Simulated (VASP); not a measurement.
Al35CuN35 (a cell with a defect), 71 atoms in the cell. The cell holds a defect, 71 atoms: a = 9.389 Å, b = 9.389 Å, c = 10.035 Å, α = 90.00°, β = 90.00°, γ = 120.00°. 

* Program: VASP 6.6.1
* Task: single point
* Functional: PBE
* Potentials or basis: VASP PAW PBE potentials, release 64 (Al, N, Cu)
* Cutoff: 520 eV
* k mesh: 1 × 1 × 1, shifted
* Occupations: fermi-dirac, width 0.01 eV
* Spin: no spin polarisation
* Dipole correction: no
* Charge: 1
* Further INCAR settings: LREAL = Auto; ALGO = Normal; EDIFF = 1e-06; NBANDS = 186; NELECT = 290.0

Potentials or basis: VASP PAW PBE potentials, release 64 (Al, N, Cu).

Run with:

```console
$ cat potpaw_PBE.64/Al/POTCAR potpaw_PBE.64/N/POTCAR potpaw_PBE.64/Cu/POTCAR > POTCAR
$ mpirun -np 1 vasp_std > vasp.out
```

Hardware: 1 thread of Intel(R) Xeon(R) Platinum 8259CL CPU @ 2.50GHz (Skylake/Cascade Lake), on a shared host.

Problem. How long does it take, and how much memory?

Solution. It took 54 min on 1 thread of Intel(R) Xeon(R) Platinum 8259CL CPU @ 2.50GHz (Skylake/Cascade Lake), with other jobs on the host, peak memory 1.1 GiB. Counts: scf iterations 22, k points 6.
